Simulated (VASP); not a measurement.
Crystal: In.

```
In
1.0
    -1.86968    1.86968    1.86968
     1.86968   -1.86968    1.86968
     1.86968    1.86968   -1.86968
In
1
Direct
  0.00000 0.00000 0.00000
```

| Item | Value |
| --- | --- |
| Program | VASP 6.6.1 |
| Task | relaxation of cell and atoms |
| Functional | PBE |
| Potentials or basis | VASP PAW PBE potentials, release 64 (In_d) |
| Cutoff | 600 eV |
| k mesh | 12 × 12 × 12 |
| Occupations | fermi-dirac, width 0.1 eV |
| Spin | no spin polarisation |

At the start: pressure 2.5 GPa; volume 26.14 Å³/atom.

Q: How do energy, volume and symmetry change on relaxing?

A: Over 3 steps the energy falls by 12.4 meV/atom and the volume is 27.82 Å³/atom (+6.4 %); space group Im-3m (No. 229, to 0.05 Å).

Step by step:
```csv
step,energy change (eV),largest force (eV/Å),pressure (GPa),volume (Å³)
1,0.0000,0.0000,2.51,26.14
2,-0.0123,0.0000,0.12,27.73
3,-0.0124,0.0000,0.00,27.82
```

Final structure:
```
CELL_PARAMETERS angstrom
-1.90891 1.90891 1.90891
1.90891 -1.90891 1.90891
1.90891 1.90891 -1.90891
ATOMIC_POSITIONS crystal
In 0.00000 0.00000 0.00000
```
